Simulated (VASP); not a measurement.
A run of VASP 6.6.1:

Contents of INCAR:

```
SYSTEM = NbTe2Mo3
PREC = Accurate
ENCUT = 500
EDIFF = 1E-6
ISMEAR = 0
SIGMA = 0.2
LREAL = .False.
LASPH = .True.
NELM = 120
ALGO = Normal
ISIF = 2
LWAVE = .False.
LCHARG = .False.
GGA = PE
NBANDS = 42
GGA_COMPAT = .False.
```

File KPOINTS:

```
regular mesh
0
Gamma
  3 3 4
  0 0 0
```

Contents of POSCAR:

```
NbTe2Mo3
1.0
    5.5127038610      0.0000000000      0.0000000000
    0.0000000000      5.5127038610      0.0000000000
    0.0000000000      0.0000000000      4.7740636499
Nb Te Mo
1 2 3
Direct
    0.5000000000      0.5000000000      0.0000000000
    0.0000000000      0.5000000000      0.0000000000
    0.5000000000      0.0000000000      0.0000000000
    0.0000000000      0.0000000000      0.0000000000
    0.0000000000      0.0000000000      0.5000000000
    0.5000000000      0.5000000000      0.5000000000
```

Potentials or basis: VASP PAW PBE potentials, release 64 (Nb_sv, Te, Mo_sv).

Launch:

```bash
$ cat potpaw_PBE.64/Nb_sv/POTCAR potpaw_PBE.64/Te/POTCAR potpaw_PBE.64/Mo_sv/POTCAR > POTCAR
$ mpirun -np 1 vasp_std > vasp.out
```

Hardware: 1 thread of AMD EPYC 9R45 96-Core Processor (Zen 5), with other jobs on the host.

Question: How long does it take, and how much memory?

Answer: Run time: 49 s on 1 thread of AMD EPYC 9R45 96-Core Processor (Zen 5) (shared host), peak memory 0.21 GiB. Counts: scf iterations 18, k points 9.
